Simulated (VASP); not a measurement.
# Gd (Fm-3m) in VASP: notebook

The runs below take Gd through single point, with PBEsol.

Everything below comes from runs of VASP 6.6.1. Logs are shortened: lines on timing, memory, paths and dates and some standing lists are left out, and cuts for length are marked.

## (1) The cell of the first run

The structure is cubic, space group Fm-3m (No. 225). The conventional cell has a = 5.030 Å, b = 5.030 Å, c = 5.030 Å, α = 90.00°, β = 90.00°, γ = 90.00°. Gd (site symmetry m-3m) has 12 Gd at 3.56 Å within 4.7 Å.

This isn't the form of Gd at room conditions, which is hcp.

## (2) Single point, PBEsol, collinear spin, ferromagnetic start

The input, INCAR:

```
SYSTEM = Gd
ALGO = Normal
EDIFF = 1E-7
ENCUT = 520
GGA = PS
ISIF = 2
ISMEAR = -1
ISPIN = 2
LASPH = .TRUE.
LCHARG = .TRUE.
LELF = .TRUE.
LMAXMIX = 6
LORBIT = 11
LREAL = .FALSE.
LVHAR = .TRUE.
LWAVE = .FALSE.
MAGMOM = 7
NBANDS = 19
NELM = 150
PREC = Accurate
SIGMA = 0.1
```

The input, KPOINTS:

```
k-points
0
G
  10 10 10
  0 0 0
```

The input, POSCAR:

```
Gd
1.0
    0.0000000000      2.5149396386      2.5149396386
    2.5149396386      0.0000000000      2.5149396386
    2.5149396386      2.5149396386      0.0000000000
Gd
1
Direct
    0.0000000000      0.0000000000      0.0000000000
```

Potentials or basis: VASP PAW PBE potentials, release 64 (Gd).

Started as:

```
$ cat potpaw_PBE.64/Gd/POTCAR > POTCAR
$ mpirun -np 1 vasp_std > vasp.out
```

OUTCAR:

```text
SYSTEM = Gd
   EDIFF = 1E-7
   ENCUT = 520
   GGA = PS
   ISIF = 2
   ISMEAR = -1
   ISPIN = 2
   LASPH = .TRUE.
   LORBIT = 11
   LREAL = .FALSE.
   NELM = 150
   PREC = Accurate

 ion  position               nearest neighbor table
   1  0.000  0.000  0.000-

  LATTYP: Found a face centered cubic cell.
 ALAT       =     5.0298792772

  Lattice vectors:

 A1 = (   0.0000000000,   2.5149396386,   2.5149396386)
 A2 = (   2.5149396386,   0.0000000000,   2.5149396386)
 A3 = (   2.5149396386,   2.5149396386,   0.0000000000)

Analysis of symmetry for initial positions (statically):
=====================================================================
 Subroutine PRICEL returns:
 Original cell was already a primitive cell.

 Routine SETGRP: Setting up the symmetry group for a
 face centered cubic supercell.

 Subroutine GETGRP returns: Found 48 space group operations
 (whereof 48 operations were pure point group operations)
 out of a pool of 48 trial point group operations.

The static configuration has the point symmetry O_h .

Analysis of symmetry for dynamics (positions and initial velocities):
=====================================================================
 Subroutine PRICEL returns:
 Original cell was already a primitive cell.

 Routine SETGRP: Setting up the symmetry group for a
 face centered cubic supercell.

 Subroutine GETGRP returns: Found 48 space group operations
 (whereof 48 operations were pure point group operations)
 out of a pool of 48 trial point group operations.

The dynamic configuration has the point symmetry O_h .

Analysis of structural, dynamic, and magnetic symmetry:
=====================================================================
 Subroutine PRICEL returns:
 Original cell was already a primitive cell.

 Routine SETGRP: Setting up the symmetry group for a
 face centered cubic supercell.

 Subroutine GETGRP returns: Found 48 space group operations
 (whereof 48 operations were pure point group operations)
 out of a pool of 48 trial point group operations.

The overall configuration has the point symmetry O_h .

 Subroutine INISYM returns: Found 48 space group operations
 (whereof 48 operations are pure point group operations),
 and found     1 'primitive' translations

----------------------------------------------------------------------------------------

                                     Primitive cell

  volume of cell :      31.8136

  direct lattice vectors                    reciprocal lattice vectors
     0.000000000  2.514939639  2.514939639    -0.198811929  0.198811929  0.198811929
     2.514939639  0.000000000  2.514939639     0.198811929 -0.198811929  0.198811929
     2.514939639  2.514939639  0.000000000     0.198811929  0.198811929 -0.198811929

  length of vectors
     3.556661745  3.556661745  3.556661745     0.344352362  0.344352362  0.344352362

  position of ions in fractional coordinates (direct lattice)
     0.000000000  0.000000000  0.000000000

  ion indices of the primitive-cell ions
   primitive index   ion index
                 1           1

----------------------------------------------------------------------------------------

 KPOINTS: k-points

Automatic generation of k-mesh.
 Grid dimensions read from file:
 generate k-points for:   10   10   10

 Generating k-lattice:

  Cartesian coordinates                     Fractional coordinates (reciprocal lattice)
    -0.019881193  0.019881193  0.019881193     0.100000000  0.000000000  0.000000000
     0.019881193 -0.019881193  0.019881193     0.000000000  0.100000000  0.000000000
     0.019881193  0.019881193 -0.019881193     0.000000000  0.000000000  0.100000000

  Length of vectors
     0.034435236  0.034435236  0.034435236

  Shift w.r.t. Gamma in fractional coordinates (k-lattice)
     0.000000000  0.000000000  0.000000000

 Subroutine IBZKPT returns following result:
 ===========================================

 Found     47 irreducible k-points:

 Following reciprocal coordinates:
            Coordinates               Weight
  0.000000  0.000000  0.000000      1.000000
  0.100000  0.000000  0.000000      8.000000
  0.200000  0.000000  0.000000      8.000000
  0.300000  0.000000  0.000000      8.000000
  0.400000  0.000000  0.000000      8.000000
  0.500000  0.000000  0.000000      4.000000
[... 16 lines left out ...]
  0.300000  0.300000  0.000000      6.000000
  0.400000  0.300000  0.000000     24.000000
 [... further k-points ...]
   k-points           NKPTS =     47   k-points in BZ     NKDIM =     47   number of bands    NBANDS=     19
   number of dos      NEDOS =    301   number of ions     NIONS =      1
   total plane-waves  NPLWV =  21952
   dimension x,y,z NGX =    28 NGY =   28 NGZ =   28
   dimension x,y,z NGXF=    56 NGYF=   56 NGZF=   56
   ions per type =               1
   NGX,Y,Z   is equivalent  to a cutoff of  13.09, 13.09, 13.09 a.u.
   NGXF,Y,Z  is equivalent  to a cutoff of  26.18, 26.18, 26.18 a.u.
 SYSTEM =  Gd
   PREC   = accura    normal or accurate (medium, high low for compatibility)
   ISTART =      0    job   : 0-new  1-cont  2-samecut
   ICHARG =      2    charge: 1-file 2-atom 10-const
   ISPIN  =      2    spin polarized calculation?
   LNONCOLLINEAR =      F non collinear calculations
   LSORBIT =      F    spin-orbit coupling
   LASPH  =      T    aspherical Exc in radial PAW
   ENCUT  =  520.0 eV  38.22 Ry    6.18 a.u.   6.61  6.61  6.61*2*pi/ulx,y,z
   NELM   =    150;   NELMIN=  2; NELMDL= -5     # of ELM steps
   EDIFF  = 0.1E-06   stopping-criterion for ELM
   LREAL  =      F    real-space projection
   EDIFFG = 0.1E-05   stopping-criterion for IOM
   NSW    =      0    number of steps for IOM
   IBRION =     -1    ionic relax: 0-MD 1-quasi-New 2-CG
   NFREE  =      0    steps in history (QN), initial steepest desc. (CG)
   ISIF   =      2    stress and relaxation
   ISYM   =      2    0-nonsym 1-usesym 2-fastsym
   POTIM  = 0.5000    time-step for ionic-motion
   TEBEG  =    0.0;   TEEND  =   0.0 temperature during run
   PSTRESS=    0.0 pullay stress
   NELECT =      18.0000    total number of electrons
   NUPDOWN=      -1.0000    fix difference up-down
   EMIN   =  10.00;   EMAX   =-10.00  energy-range for DOS
   EFERMI =   0.00;   METHOD = LEGACY
   ISMEAR =    -1;   SIGMA  =   0.10  broadening in eV -4-tet -1-fermi 0-gaus
   EFERMI_NEDOS =   21; number of points for ismear=-14 and -15
   IALGO  =     38    algorithm
   IMIX   =      4    mixing-type and parameters
     AMIX     =   0.40;   BMIX     =  1.00
     AMIX_MAG =   1.60;   BMIX_MAG =  1.00
  volume/ion in A,a.u.               =      31.81       214.69
  Fermi-wavevector in a.u.,A,eV,Ry     =   1.354029  2.558745 24.944863  1.833396
  Thomas-Fermi vector in A             =   2.481235
   LORBIT       =     11    0 simple, 1 ext, 2 COOP (PROOUT), +10 PAW based schemes
   GGA     = PS    functional components
   LHFCALC =     F    Hartree Fock is set to
   AEXX    =    0.0000 exact exchange contribution
   IVDW    =     0    specifies the selected vdW correction
   LEPSILON=     F    determine dielectric tensor
   LRPA    =     F    only Hartree local field effects (RPA)
 spin polarized calculation
  energy-cutoff  :      520.00
  volume of cell :       31.81
 maximum number of plane-waves:       889
   NGX = 13   NGY = 13   NGZ = 13

 number of electron      18.0000002 magnetization       7.3533413

 Free energy of the ion-electron system (eV)
  ---------------------------------------------------
  ext. energy  EPLUGINS =         0.00000000
  ---------------------------------------------------
  free energy    TOTEN  =       -12.03321516 eV

  energy without entropy =      -11.95883428  energy(sigma->0) =      -11.99602472

 E-fermi :   3.0504     XC(G=0): -10.2916

 val. band max:        3.0501058001   @ k =  -0.4000   0.2000   0.1000
 cond. band min:       3.0807658834   @ k =  -0.4000   0.3000   0.1000
 fundamental gap:      0.0306600832
 Fermi energy:         3.0503606394

 spin component 1

 k-point     1 :       0.0000    0.0000    0.0000
  band No.  band energies     occupation
      1     -42.0474      1.00000
      2     -19.0506      1.00000
      3     -19.0506      1.00000
      4     -19.0506      1.00000
      5      -2.0459      1.00000
      6      -1.6042      1.00000
[... 11 lines left out ...]
     18      12.2960      0.00000
     19      15.7402      0.00000

 k-point     2 :       0.1000    0.0000    0.0000
  band No.  band energies     occupation
      1     -42.0403      1.00000
      2     -19.1323      1.00000
      3     -19.0608      1.00000
      4     -19.0608      1.00000
      5      -1.7654      1.00000
      6      -1.5961      1.00000
[... 476 lines left out ...]
 k-point    24 :       0.4000    0.3000    0.0000
  band No.  band energies     occupation
      1     -41.9679      1.00000
      2     -19.6611      1.00000
      3     -19.2968      1.00000
      4     -19.2706      1.00000
      5      -1.5253      1.00000
      6      -1.5175      1.00000
[... 11 lines left out ...]
     18      13.0540      0.00000
     19      14.2690      0.00000

 [... further k-points ...]

 spin component 2

 k-point     1 :       0.0000    0.0000    0.0000
  band No.  band energies     occupation
      1     -38.8987      1.00000
      2     -16.6989      1.00000
      3     -16.6989      1.00000
      4     -16.6989      1.00000
      5      -1.3267      1.00000
      6       3.4225      0.02363
[... 11 lines left out ...]
     18      13.2401      0.00000
     19      16.4626      0.00000

 k-point     2 :       0.1000    0.0000    0.0000
  band No.  band energies     occupation
      1     -38.8897      1.00000
      2     -16.8008      1.00000
      3     -16.7111      1.00000
      4     -16.7111      1.00000
      5      -1.0298      1.00000
      6       3.3976      0.03012
[... 476 lines left out ...]
 k-point    24 :       0.4000    0.3000    0.0000
  band No.  band energies     occupation
      1     -38.7979      1.00000
      2     -17.4460      1.00000
      3     -16.9981      1.00000
      4     -16.9655      1.00000
      5       1.5996      1.00000
      6       2.7789      0.93791
[... 11 lines left out ...]
     18      14.1994      0.00000
     19      15.3703      0.00000

 [... further k-points ...]

------------------------ aborting loop because EDIFF is reached ----------------------------------------

  FORCE on cell =-STRESS in cart. coord.  units (eV):
  Direction    XX          YY          ZZ          XY          YZ          ZX
  --------------------------------------------------------------------------------------
  -------------------------------------------------------------------------------------
  Total       -0.1938589     -0.1938589     -0.1938589     -0.0000000     -0.0000000      0.0000000
  in kB       -9.7630054     -9.7630054     -9.7630054     -0.0000000     -0.0000000      0.0000000
  external PRESSURE =      -9.7630054 kB  Pullay stress =       0.0000000 kB

 VOLUME and BASIS-vectors are now :
 -----------------------------------------------------------------------------
  energy-cutoff  :      520.00
  volume of cell :       31.81
      direct lattice vectors                 reciprocal lattice vectors
     0.000000000  2.514939639  2.514939639    -0.198811929  0.198811929  0.198811929
     2.514939639  0.000000000  2.514939639     0.198811929 -0.198811929  0.198811929
     2.514939639  2.514939639  0.000000000     0.198811929  0.198811929 -0.198811929

 POSITION                                       TOTAL-FORCE (eV/Angst)
 -----------------------------------------------------------------------------------
      0.00000      0.00000      0.00000        -0.000000      0.000000     -0.000000
 -----------------------------------------------------------------------------------
    total drift:                               -0.000000     -0.000000     -0.000000

  FREE ENERGIE OF THE ION-ELECTRON SYSTEM (eV)
  ---------------------------------------------------
  free  energy   TOTEN  =       -12.0332151599 eV

  energy  without entropy=      -11.9588342825  energy(sigma->0) =      -11.99602472

 total charge

# of ion       s       p       d       f       tot
--------------------------------------------------
    1        2.074   5.539   0.593   7.004  15.210

 magnetization (x)

# of ion       s       p       d       f       tot
--------------------------------------------------
    1        0.003  -0.051   0.155   6.785   6.892
```

Run time: 97 s. Hardware: 1 thread of Intel Xeon Platinum 8488C (Sapphire Rapids), shared host; peak memory 0.21 GiB.

What came out:

| Item | Value |
| --- | --- |
| Free energy | -12.0332 eV |
| Pressure | -1.0 GPa |
| Net moment | 7.35 μB per cell |
| Site moments | Gd +6.89 μB |
| Valence electrons inside the program's atomic spheres | Gd 15.21 |

Caveat: the PAW data sets were made with another functional, which shifts forces and pressure a little; spin-orbit coupling is left out, which moves the levels of the heavy elements; semilocal functionals describe open f shells poorly, which spoils levels, moments and volumes.

## (3) Single point, PBEsol, collinear spin, ferromagnetic start

This run uses another cell than the first one, of 32.74 Å³/atom.

The input, INCAR:

```
SYSTEM = Gd
ALGO = Normal
EDIFF = 1E-6
ENCUT = 520
GGA = PS
ISIF = 2
ISMEAR = -1
ISPIN = 2
LASPH = .TRUE.
LCHARG = .FALSE.
LMAXMIX = 6
LORBIT = 11
LREAL = .FALSE.
LWAVE = .FALSE.
MAGMOM = 7
NBANDS = 19
NELM = 150
PREC = Accurate
SIGMA = 0.1
```

KPOINTS is that of step 2.

The input, POSCAR:

```
Gd
1.0
    0.0000000000      2.5390075090      2.5390075090
    2.5390075090      0.0000000000      2.5390075090
    2.5390075090      2.5390075090      0.0000000000
Gd
1
Direct
    0.0000000000      0.0000000000      0.0000000000
```

Potentials or basis: VASP PAW PBE potentials, release 64 (Gd).

Started as:

```
$ cat potpaw_PBE.64/Gd/POTCAR > POTCAR
$ mpirun -np 1 vasp_std > vasp.out
```

Run time: 95 s. Hardware: 1 thread of Intel Xeon Platinum 8488C (Sapphire Rapids), shared host; peak memory 0.21 GiB.

The run converged. Its results:

- Free energy: -12.0253 eV
- Pressure: -1.8 GPa
- Net moment: 7.38 μB per cell
- Site moments: Gd +6.90 μB
- Valence electrons inside the program's atomic spheres: Gd 15.20

Levels at points of the mesh, in eV from the Fermi level:
Spin up:
```tsv
k point	band 11	band 12	band 13	band 14	band 15	band 16
(0.00, 0.00, 0.00)	-4.51	-4.51	1.38	1.38	1.38	3.66
(0.50, 0.00, 0.00)	-4.50	-2.48	0.95	1.21	1.21	5.38
(0.50, 0.50, 0.00)	-4.52	-2.25	-1.46	2.48	5.41	5.88
```
Spin down:
```
           k point  band 2  band 3  band 4  band 5  band 6  band 7  band 8  band 9
(0.00, 0.00, 0.00)  -19.82  -19.82  -19.82   -4.34    0.36    0.56    0.56    0.56
(0.50, 0.00, 0.00)  -20.71  -19.94  -19.94   -1.67    0.38    0.58    0.58    0.60
(0.50, 0.50, 0.00)  -20.65  -20.14  -20.14   -1.59   -0.61    0.60    0.61    0.61
```

Caveat: the PAW data sets were made with another functional, which shifts forces and pressure a little; spin-orbit coupling is left out, which moves the levels of the heavy elements; semilocal functionals describe open f shells poorly, which spoils levels, moments and volumes.

## (4) Single point, PBEsol, collinear spin, ferromagnetic start

This run uses another cell than the first one, of 33.66 Å³/atom.

The input, INCAR:

```
SYSTEM = Gd
PREC = Accurate
ENCUT = 520
EDIFF = 1E-7
ISMEAR = -1
SIGMA = 0.1
LREAL = .False.
LASPH = .True.
NELM = 150
ALGO = Normal
ISIF = 2
LWAVE = .False.
LCHARG = .False.
ISPIN = 2
MAGMOM = 7
LORBIT = 11
LMAXMIX = 6
GGA = PS
NBANDS = 19
```

The input, KPOINTS:

```
regular mesh
0
Gamma
  10 10 10
  0 0 0
```

The input, POSCAR:

```
Gd
1.0
    0.0000000000      2.5626275399      2.5626275399
    2.5626275399      0.0000000000      2.5626275399
    2.5626275399      2.5626275399      0.0000000000
Gd
1
Direct
    0.0000000000      0.0000000000      0.0000000000
```

Started as:

```
$ cat potpaw_PBE.64/Gd/POTCAR > POTCAR
$ mpirun -np 1 vasp_std > vasp.out
```

Wall time 2 min (1 thread of Intel Xeon Platinum 8488C (Sapphire Rapids), shared host); peak memory 0.21 GiB.

It converged, with:

- Free energy: -12.0132 eV
- Pressure: -2.4 GPa
- Net moment: 7.42 μB per cell
- Site moments: Gd +6.90 μB
- Valence electrons inside the program's atomic spheres: Gd 15.19

Levels at points of the mesh, in eV from the Fermi level:
Spin up:
```
           k point  band 11  band 12  band 13  band 14  band 15  band 16
(0.00, 0.00, 0.00)    -4.55    -4.55     1.35     1.35     1.35     3.56
(0.50, 0.00, 0.00)    -4.54    -2.45     0.83     1.19     1.19     5.21
(0.50, 0.50, 0.00)    -4.56    -2.19    -1.41     2.32     5.24     5.70
```
Spin down:
```csv
k point,band 1,band 2,band 3,band 4,band 5,band 6,band 7,band 8,band 9,band 10
"(0.00, 0.00, 0.00)",-42.02,-19.89,-19.89,-19.89,-4.29,0.34,0.53,0.53,0.53,0.79
"(0.50, 0.00, 0.00)",-41.95,-20.71,-19.99,-19.99,-1.62,0.37,0.55,0.55,0.57,0.72
"(0.50, 0.50, 0.00)",-41.92,-20.65,-20.18,-20.18,-1.51,-0.53,0.57,0.58,0.58,0.58
```

Caveat: the PAW data sets were made with another functional, which shifts forces and pressure a little; spin-orbit coupling is left out, which moves the levels of the heavy elements; semilocal functionals describe open f shells poorly, which spoils levels, moments and volumes. The state reached can hang on the start; a lower one may exist.

## (5) Summary

```csv
cell,gap on the mesh (eV),pressure (GPa),moment (μB)
"a = 3.557 Å, angles 60.0°, 1 atom",none,-1.0,7.35
"a = 3.591 Å, angles 60.0°, 1 atom",none,-1.8,7.38
"a = 3.624 Å, angles 60.0°, 1 atom",none,-2.4,7.42
```

Alike in all rows: task single point; level PBEsol; potentials or basis VASP PAW PBE potentials, release 64 (Gd); spin collinear, ferromagnetic start; k mesh 10 × 10 × 10; cutoff (eV) 520; smearing fermi-dirac 0.1 eV.

Caveats: the PAW data sets were made with another functional, which shifts forces and pressure a little; spin-orbit coupling is left out, which moves the levels of the heavy elements; semilocal functionals describe open f shells poorly, which spoils levels, moments and volumes.

Absolute energies hang on the potentials; compare differences alone.

The gap in the log of VASP goes by the Fermi energy; the results here count the filled bands.